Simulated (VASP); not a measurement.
# Mg2BeS3 (R-3m) in VASP: single point with PBE

Aim: the single point of Mg2BeS3 with PBE.

Everything below comes from runs of VASP 6.6.1. Logs are shortened: lines on timing, memory, paths and dates and some standing lists are left out, and cuts for length are marked.

## (1) The cell of the first run

It takes space group R-3m (No. 166, trigonal). The conventional cell has a = 5.049 Å, b = 5.049 Å, c = 18.069 Å, α = 90.00°, β = 90.00°, γ = 120.00°. Mg (site symmetry 3m) has 3 S at 2.65 Å and 3 Be at 3.02 Å and 3 Mg at 3.32 Å within 3.5 Å. Within 4.0 Å of Be (site symmetry -3m) lie 6 Mg at 3.02 Å and 6 S at 3.35 Å. S (site symmetry 2/m) has 4 S at 2.52 Å and 2 Mg at 2.65 Å and 2 Be at 3.35 Å within 3.4 Å.

The cell was built from a structure type or drawn by symmetry, and may not be a known phase.

## (2) Single point, PBE

Input file INCAR:

```
PREC     = Accurate       # precision mode
ENCUT    = 600            # plane-wave cutoff, eV
EDIFF    = 1E-6           # SCF threshold, eV
ISMEAR   = 0              # smearing method
SIGMA    = 0.15           # smearing width, eV
LREAL    = F              # projectors in reciprocal space
LASPH    = T              # aspherical terms in the spheres
NELM     = 120            # most SCF steps
ALGO     = Normal         # electronic algorithm
ISIF     = 2              # what is computed and relaxed
LWAVE    = F              # write WAVECAR
LCHARG   = F              # write CHGCAR
GGA      = PE             # functional
NBANDS   = 21             # bands
GGA_COMPAT= F
```

Input file KPOINTS:

```
Automatic mesh
0
Gamma
  3 3 3
```

Input file POSCAR:

```
Mg2BeS3
1.0
    2.5247017239      1.4576372183      6.0228721985
   -2.5247017239      1.4576372183      6.0228721985
    0.0000000000     -2.9152744415      6.0228721973
Mg Be S
2 1 3
Direct
    0.7106851391      0.7106851391      0.7106851391
    0.2893148609      0.2893148609      0.2893148609
    0.0000000000      0.0000000000      0.0000000000
    0.0000000000      0.0000000000      0.5000000000
    0.5000000000      0.0000000000      0.0000000000
    0.0000000000      0.5000000000      0.0000000000
```

Potentials or basis: VASP PAW PBE potentials, release 64 (Mg, Be, S).

The run is started by

```console
> cat potpaw_PBE.64/Mg/POTCAR potpaw_PBE.64/Be/POTCAR potpaw_PBE.64/S/POTCAR > POTCAR
> mpirun -np 1 vasp_std > vasp.out
```

OUTCAR:

```text
PREC = Accurate
   ENCUT = 600
   EDIFF = 1E-6
   ISMEAR = 0
   LREAL = F
   LASPH = T
   NELM = 120
   ISIF = 2
   GGA = PE

 ion  position               nearest neighbor table
   1  0.711  0.711  0.711-   5 2.65   6 2.65   4 2.65   3 3.02   3 3.02   3 3.02   2 3.32   2 3.32
                             2 3.32
   2  0.289  0.289  0.289-   5 2.65   6 2.65   4 2.65   3 3.02   3 3.02   3 3.02   1 3.32   1 3.32
                             1 3.32
   3  0.000  0.000  0.000-   1 3.02   1 3.02   2 3.02   2 3.02   1 3.02   2 3.02
   4  0.000  0.000  0.500-   5 2.52   6 2.52   6 2.52   5 2.52   1 2.65   2 2.65
   5  0.500  0.000  0.000-   6 2.52   6 2.52   4 2.52   4 2.52   1 2.65   2 2.65
   6  0.000  0.500  0.000-   5 2.52   5 2.52   4 2.52   4 2.52   1 2.65   2 2.65

  LATTYP: Found a trigonal (rhomboedric) cell.
 ALAT       =     6.6913238282
 COS(alpha) =     0.7152747044

  Lattice vectors:

 A1 = (   2.5247017239,   1.4576372183,   6.0228721985)
 A2 = (  -2.5247017239,   1.4576372183,   6.0228721985)
 A3 = (   0.0000000000,  -2.9152744415,   6.0228721973)

Analysis of symmetry for initial positions (statically):
=====================================================================
 Subroutine PRICEL returns:
 Original cell was already a primitive cell.

 Routine SETGRP: Setting up the symmetry group for a
 trigonal (rhombohedral) supercell.

 Subroutine GETGRP returns: Found 12 space group operations
 (whereof 12 operations were pure point group operations)
 out of a pool of 12 trial point group operations.

The static configuration has the point symmetry D_3d.

Analysis of symmetry for dynamics (positions and initial velocities):
=====================================================================
 Subroutine PRICEL returns:
 Original cell was already a primitive cell.

 Routine SETGRP: Setting up the symmetry group for a
 trigonal (rhombohedral) supercell.

 Subroutine GETGRP returns: Found 12 space group operations
 (whereof 12 operations were pure point group operations)
 out of a pool of 12 trial point group operations.

The dynamic configuration has the point symmetry D_3d.

 Subroutine INISYM returns: Found 12 space group operations
 (whereof 12 operations are pure point group operations),
 and found     1 'primitive' translations

----------------------------------------------------------------------------------------

                                     Primitive cell

  volume of cell :     132.9886

  direct lattice vectors                    reciprocal lattice vectors
     2.524701724  1.457637218  6.022872198     0.198043197  0.114340293  0.055344580
    -2.524701724  1.457637218  6.022872198    -0.198043197  0.114340293  0.055344580
     0.000000000 -2.915274441  6.022872197     0.000000000 -0.228680586  0.055344580

  length of vectors
     6.691323828  6.691323828  6.691323828     0.235282453  0.235282453  0.235282453

  position of ions in fractional coordinates (direct lattice)
     0.710685139  0.710685139  0.710685139
     0.289314861  0.289314861  0.289314861
     0.000000000  0.000000000  0.000000000
     0.000000000  0.000000000  0.500000000
     0.500000000  0.000000000  0.000000000
     0.000000000  0.500000000  0.000000000

  ion indices of the primitive-cell ions
   primitive index   ion index
                 1           1
                 2           2
                 3           3
                 4           4
                 5           5
                 6           6

----------------------------------------------------------------------------------------

 KPOINTS: Automatic mesh

Automatic generation of k-mesh.
 Grid dimensions read from file:
 generate k-points for:    3    3    3

 Generating k-lattice:

  Cartesian coordinates                     Fractional coordinates (reciprocal lattice)
     0.066014399  0.038113431  0.018448193     0.333333333  0.000000000  0.000000000
    -0.066014399  0.038113431  0.018448193     0.000000000  0.333333333  0.000000000
     0.000000000 -0.076226862  0.018448193     0.000000000  0.000000000  0.333333333

  Length of vectors
     0.078427484  0.078427484  0.078427484

  Shift w.r.t. Gamma in fractional coordinates (k-lattice)
     0.000000000  0.000000000  0.000000000

 Subroutine IBZKPT returns following result:
 ===========================================

 Found      6 irreducible k-points:

 Following reciprocal coordinates:
            Coordinates               Weight
  0.000000  0.000000  0.000000      1.000000
  0.333333  0.000000  0.000000      6.000000
  0.333333  0.333333  0.000000      6.000000
 -0.333333  0.333333  0.000000      6.000000
  0.333333  0.333333  0.333333      2.000000
 -0.333333  0.333333  0.333333      6.000000
   k-points           NKPTS =      6   k-points in BZ     NKDIM =      6   number of bands    NBANDS=     21
   number of dos      NEDOS =    301   number of ions     NIONS =      6
   total plane-waves  NPLWV = 157464
   dimension x,y,z NGX =    54 NGY =   54 NGZ =   54
   dimension x,y,z NGXF=   108 NGYF=  108 NGZF=  108
   ions per type =               2   1   3
   NGX,Y,Z   is equivalent  to a cutoff of  13.42, 13.42, 13.42 a.u.
   NGXF,Y,Z  is equivalent  to a cutoff of  26.83, 26.83, 26.83 a.u.
 SYSTEM =  unknown system
   PREC   = accura    normal or accurate (medium, high low for compatibility)
   ISTART =      0    job   : 0-new  1-cont  2-samecut
   ICHARG =      2    charge: 1-file 2-atom 10-const
   ISPIN  =      1    spin polarized calculation?
   LNONCOLLINEAR =      F non collinear calculations
   LSORBIT =      F    spin-orbit coupling
   LASPH  =      T    aspherical Exc in radial PAW
   ENCUT  =  600.0 eV  44.10 Ry    6.64 a.u.  13.36 13.36 13.36*2*pi/ulx,y,z
   NELM   =    120;   NELMIN=  2; NELMDL= -5     # of ELM steps
   EDIFF  = 0.1E-05   stopping-criterion for ELM
   LREAL  =      F    real-space projection
   EDIFFG = 0.1E-04   stopping-criterion for IOM
   NSW    =      0    number of steps for IOM
   IBRION =     -1    ionic relax: 0-MD 1-quasi-New 2-CG
   NFREE  =      0    steps in history (QN), initial steepest desc. (CG)
   ISIF   =      2    stress and relaxation
   ISYM   =      2    0-nonsym 1-usesym 2-fastsym
   POTIM  = 0.5000    time-step for ionic-motion
   TEBEG  =    0.0;   TEEND  =   0.0 temperature during run
   PSTRESS=    0.0 pullay stress
   NELECT =      24.0000    total number of electrons
   NUPDOWN=      -1.0000    fix difference up-down
   EMIN   =  10.00;   EMAX   =-10.00  energy-range for DOS
   EFERMI =   0.00;   METHOD = LEGACY
   ISMEAR =     0;   SIGMA  =   0.15  broadening in eV -4-tet -1-fermi 0-gaus
   EFERMI_NEDOS =   21; number of points for ismear=-14 and -15
   IALGO  =     38    algorithm
   IMIX   =      4    mixing-type and parameters
     AMIX     =   0.40;   BMIX     =  1.00
     AMIX_MAG =   1.60;   BMIX_MAG =  1.00
  volume/ion in A,a.u.               =      22.16       149.58
  Fermi-wavevector in a.u.,A,eV,Ry     =   0.925139  1.748260 11.644990  0.855883
  Thomas-Fermi vector in A             =   2.050961
   LORBIT       =      0    0 simple, 1 ext, 2 COOP (PROOUT), +10 PAW based schemes
   GGA     = PE    functional components
   LHFCALC =     F    Hartree Fock is set to
   AEXX    =    0.0000 exact exchange contribution
   IVDW    =     0    specifies the selected vdW correction
   LEPSILON=     F    determine dielectric tensor
   LRPA    =     F    only Hartree local field effects (RPA)
 non-spin polarized calculation
 Gauss-broadening in eV      SIGMA  =   0.15
  energy-cutoff  :      600.00
  volume of cell :      132.99
 maximum number of plane-waves:      4471
 NGX is ok and might be reduce to    54
   NGX = 27   NGY = 27   NGZ = 27

 number of electron      24.0000000 magnetization

 Free energy of the ion-electron system (eV)
  ---------------------------------------------------
  ext. energy  EPLUGINS =         0.00000000
  ---------------------------------------------------
  free energy    TOTEN  =       -16.16723259 eV

  energy without entropy =      -16.04498509  energy(sigma->0) =      -16.10610884

 E-fermi :   3.2129     XC(G=0):  -8.5600

 val. band max:        3.1840081646   @ k =  -0.3333   0.3333   0.0000
 cond. band min:       3.2844425780   @ k =   0.3333   0.0000   0.0000
 fundamental gap:      0.1004344134
 Fermi energy:         3.2129403946

 k-point     1 :       0.0000    0.0000    0.0000
  band No.  band energies     occupation
      1     -12.7136      2.00000
      2      -8.1234      2.00000
      3      -8.1234      2.00000
      4      -5.2092      2.00000
      5      -2.6542      2.00000
      6      -1.7786      2.00000
      7      -1.7786      2.00000
      8      -1.2991      2.00000
      9       1.0575      2.00000
     10       1.0575      2.00000
     11       4.9643      0.00000
     12       5.1573      0.00000
     13       5.1573      0.00000
     14       5.7499      0.00000
     15       5.8571      0.00000
     16       5.8571      0.00000
     17       6.5338      0.00000
     18       6.6749      0.00000
     19       6.8142      0.00000
     20       6.8142      0.00000
     21       8.0667      0.00000

 k-point     2 :       0.3333    0.0000    0.0000
  band No.  band energies     occupation
      1     -12.1373      2.00000
      2      -9.9468      2.00000
      3      -8.2942      2.00000
      4      -3.4242      2.00000
      5      -2.2346      2.00000
      6      -0.9721      2.00000
      7      -0.4867      2.00000
      8      -0.3393      2.00000
      9      -0.1786      2.00000
     10       0.8010      2.00000
     11       2.4256      2.00000
     12       3.1540      1.42143
     13       3.2844      0.50023
     14       4.4894      0.00000
     15       4.7773      0.00000
     16       6.5060      0.00000
     17       6.5591      0.00000
     18       7.6812      0.00000
     19       8.2521      0.00000
     20       8.3335      0.00000
     21       8.5548      0.00000

 k-point     3 :       0.3333    0.3333    0.0000
  band No.  band energies     occupation
      1     -12.1354      2.00000
      2      -9.9443      2.00000
      3      -8.2982      2.00000
      4      -3.4544      2.00000
      5      -2.4148      2.00000
      6      -1.0177      2.00000
      7      -0.5787      2.00000
      8      -0.3395      2.00000
      9       0.2526      2.00000
     10       1.0905      2.00000
     11       2.9216      1.99399
     12       3.1523      1.43278
     13       3.3420      0.22356
     14       3.7303      0.00000
     15       5.0058      0.00000
     16       5.7198      0.00000
     17       6.5572      0.00000
     18       7.0719      0.00000
     19       7.8332      0.00000
     20       8.2471      0.00000
     21       8.4090      0.00000

 k-point     4 :      -0.3333    0.3333    0.0000
  band No.  band energies     occupation
      1     -11.2007      2.00000
      2     -11.1983      2.00000
      3      -8.5196      2.00000
      4      -1.8448      2.00000
      5      -1.6628      2.00000
      6      -1.1898      2.00000
      7      -1.0893      2.00000
      8      -0.3116      2.00000
      9       0.4512      2.00000
     10       1.0002      2.00000
     11       2.2373      2.00000
     12       2.3698      2.00000
     13       3.1830      1.22209
     14       3.1840      1.21497
     15       3.7172      0.00000
     16       5.8184      0.00000
     17       7.5199      0.00000
     18       7.5321      0.00000
     19       8.0947      0.00000
     20       8.2730      0.00000
     21       8.3395      0.00000

 k-point     5 :       0.3333    0.3333    0.3333
  band No.  band energies     occupation
      1     -12.7076      2.00000
      2      -8.1256      2.00000
      3      -8.1256      2.00000
      4      -5.2175      2.00000
      5      -3.2962      2.00000
      6      -1.7848      2.00000
      7      -1.7848      2.00000
      8       0.1376      2.00000
      9       1.2046      2.00000
     10       1.2046      2.00000
     11       4.4442      0.00000
     12       4.5370      0.00000
     13       4.5370      0.00000
     14       5.3818      0.00000
     15       5.7510      0.00000
     16       6.2877      0.00000
     17       6.3807      0.00000
     18       6.3807      0.00000
     19       6.8623      0.00000
     20       6.8623      0.00000
     21       7.1096      0.00000

 k-point     6 :      -0.3333    0.3333    0.3333
  band No.  band energies     occupation
      1     -12.1318      2.00000
      2      -9.9481      2.00000
      3      -8.2973      2.00000
      4      -3.4627      2.00000
      5      -2.7136      2.00000
      6      -0.9931      2.00000
      7      -0.3501      2.00000
      8      -0.1973      2.00000
      9       1.0238      2.00000
     10       1.2291      2.00000
     11       1.9106      2.00000
     12       3.1402      1.50702
     13       3.2872      0.48393
     14       3.9243      0.00000
     15       4.4918      0.00000
     16       5.1854      0.00000
     17       6.5579      0.00000
     18       7.5570      0.00000
     19       8.3080      0.00000
     20       8.4132      0.00000
     21       8.8117      0.00000

------------------------ aborting loop because EDIFF is reached ----------------------------------------

  FORCE on cell =-STRESS in cart. coord.  units (eV):
  Direction    XX          YY          ZZ          XY          YZ          ZX
  --------------------------------------------------------------------------------------
  -------------------------------------------------------------------------------------
  Total       -0.0688049     -0.0688049     -0.0886252      0.0000000      0.0000000      0.0000000
  in kB       -0.8289261     -0.8289261     -1.0677097      0.0000000      0.0000000      0.0000000
  external PRESSURE =      -0.9085206 kB  Pullay stress =       0.0000000 kB

 VOLUME and BASIS-vectors are now :
 -----------------------------------------------------------------------------
  energy-cutoff  :      600.00
  volume of cell :      132.99
      direct lattice vectors                 reciprocal lattice vectors
     2.524701724  1.457637218  6.022872198     0.198043197  0.114340293  0.055344580
    -2.524701724  1.457637218  6.022872198    -0.198043197  0.114340293  0.055344580
     0.000000000 -2.915274441  6.022872197     0.000000000 -0.228680586  0.055344580

 POSITION                                       TOTAL-FORCE (eV/Angst)
 -----------------------------------------------------------------------------------
      0.00000     -0.00000     12.84110         0.000000     -0.000000      0.017909
      0.00000     -0.00000      5.22752         0.000000      0.000000     -0.017909
      0.00000      0.00000      0.00000         0.000000     -0.000000      0.000000
      0.00000     -1.45764      3.01144        -0.000000     -0.000000      0.000000
      1.26235      0.72882      3.01144         0.000000     -0.000000      0.000000
     -1.26235      0.72882      3.01144         0.000000     -0.000000      0.000000
 -----------------------------------------------------------------------------------
    total drift:                                0.000000     -0.000000      0.000000

  FREE ENERGIE OF THE ION-ELECTRON SYSTEM (eV)
  ---------------------------------------------------
  free  energy   TOTEN  =       -16.1672325931 eV

  energy  without entropy=      -16.0449850948  energy(sigma->0) =      -16.10610884
```

Run time: 34 s. Hardware: 1 thread of Intel Xeon Platinum 8488C (Sapphire Rapids), shared host; peak memory 0.38 GiB.

Results:

```yaml
Free_energy: -16.1672 eV
Pressure: -0.1 GPa
Largest_force: 0.018 eV/Å
Band_gap_on_the_k_mesh: zero (bands 12 and 13 overlap by 1.97 eV)
```

Forces in eV/Å, atoms in the order of the input:
```
Mg   0.000  0.000  0.018
Mg   0.000  0.000 -0.018
Be   0.000  0.000  0.000
S    0.000  0.000  0.000
S    0.000  0.000  0.000
S    0.000  0.000  0.000
```

Caveat: the k points lie up to 0.49 Å⁻¹ apart, too coarse for converged energies and pressures of a metal.
